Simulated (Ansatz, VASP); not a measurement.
## One calculation of W2O3F3, two programs

```
W F O
1.0
    -3.71630    0.00000    0.00000
     0.00000    3.71630    3.71630
     0.00000    3.71630   -3.71630
W F O
2 3 3
Direct
  0.00000 0.00000 0.00000
  0.00000 0.50000 0.50000
  0.00000 0.25000 0.75000
  0.00000 0.25000 0.25000
  0.50000 0.00000 0.00000
  0.00000 0.75000 0.25000
  0.00000 0.75000 0.75000
  0.50000 0.50000 0.50000
```

Alike in both runs: task single point; functional PBE; k mesh 6 × 4 × 4; occupations gaussian, width 0.1 eV; no spin polarisation.

|  | VASP | Ansatz |
| --- | --- | --- |
| version | VASP 6.6.1 | Ansatz 0.2.0 |
| potentials or method | VASP PAW PBE potentials, release 64 (W_sv, F, O), cutoff 600 eV | scalar-relativistic, plane waves, PAW |
| valence electrons in the cell | 67 | 67 |

|  | VASP | Ansatz | Ansatz less VASP |
| --- | --- | --- | --- |
| gap on the k mesh at the Fermi level (eV) | none | none | - |
| rms of the force components (eV/Å) | 2.429 | 2.383 | -0.0455 |

A gap of «none» marks a metal or a gap that the smearing closes.

Neither program's run includes spin-orbit coupling.
